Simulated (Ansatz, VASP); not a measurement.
## Na: VASP beside Ansatz

File INCAR:

```
PREC = Accurate ; ENCUT = 520
EDIFF = 1E-6 ; ISMEAR = -1
SIGMA = 0.05 ; LREAL = F
LASPH = T ; NELM = 80
ALGO = Normal ; ISIF = 2
LWAVE = F ; LCHARG = F
GGA = PE ; NBANDS = 10
```

The input KPOINTS:

```
regular mesh
0
Gamma
  13 13 13
```

Contents of POSCAR:

```
Na
1.0
   -1.9317615710      1.9317615710      1.9317615710
    1.9317615710     -1.9317615710      1.9317615710
    1.9317615710      1.9317615710     -1.9317615710
Na
1
Direct
    0.0000000000      0.0000000000      0.0000000000
```

Input for Ansatz:

```yaml
crystal:
  lattice:
    - [-1.931761571, 1.931761571, 1.931761571]
    - [1.931761571, -1.931761571, 1.931761571]
    - [1.931761571, 1.931761571, -1.931761571]
  atoms:
    - { symbol: Na, position: [0.0, 0.0, 0.0] }
kpoints:
  mp_grid: { grid: [13, 13, 13] }
scf:
  occupations: { method: fermi_dirac, width: 0.05 }
hamiltonian:
  xc: pbe
  pseudopotentials: { kind: paw, partial_waves: polarizable }
output:
  forces: true
  stress: true
  eigenvalues: true
```

Change from the starting cell: volume scaled by 0.78, PAW files, partial_waves polarizable.

Alike in both runs: task single point; functional PBE; k mesh 13 × 13 × 13; occupations fermi-dirac, width 0.05 eV; no spin polarisation.

```csv
,VASP,Ansatz
version,VASP 6.6.1,Ansatz 0.2.0
potentials or method,"VASP PAW PBE potentials, release 64 (Na_pv)","PAW with Ansatz's default frozen-core files, scalar-relativistic"
plane-wave cutoff (eV),520,420
valence electrons in the cell,7,9
```

VASP gave:

* pressure (GPa): 3.0

Question: What did Ansatz give for the same quantities?

Answer: Pressure (GPa): 3.1.

VASP's potentials hold 7 valence electrons a cell and Ansatz's 9, so a difference there can come from the potentials and not from the codes.
